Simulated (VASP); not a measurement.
Runs of VASP 6.6.1 on Mg. The structure is that of space group P6_3/mmc (No. 194), or close to it. The cells are those of the table. 

| cell | gap on the mesh (eV) | pressure (GPa) |
| --- | --- | --- |
| a = 3.175, b = 3.175, c = 5.154 Å, angles 90.0, 90.0, 120.0°, 2 atoms | none | 0.0 |
| a = 3.088, b = 3.088, c = 5.013 Å, angles 90.0, 90.0, 120.0°, 2 atoms | none | 3.8 |
| a = 3.297, b = 3.297, c = 5.353 Å, angles 90.0, 90.0, 120.0°, 2 atoms | none | (b) |
| a = 3.132, b = 3.132, c = 5.085 Å, angles 90.0, 90.0, 120.0°, 2 atoms | none | (a) |
| a = 3.257, b = 3.257, c = 5.288 Å, angles 90.0, 90.0, 120.0°, 2 atoms | none | -2.5 |

Alike in all rows: task single point; level PBEsol; potentials or basis VASP PAW PBE potentials, release 64 (Mg); no spin polarisation; k mesh 19 × 19 × 10; cutoff (eV) 520; smearing fermi-dirac 0.1 eV.

Task: Fill in the values left out.

Result: (a) 1.7; (b) -3.4.

Caveats: the PAW data sets were made with another functional, which shifts forces and pressure a little; the cell stands under pressure (at least some runs); the cell stands under tension (at least some runs).

A gap of «none» marks levels without a gap at the run's occupations.
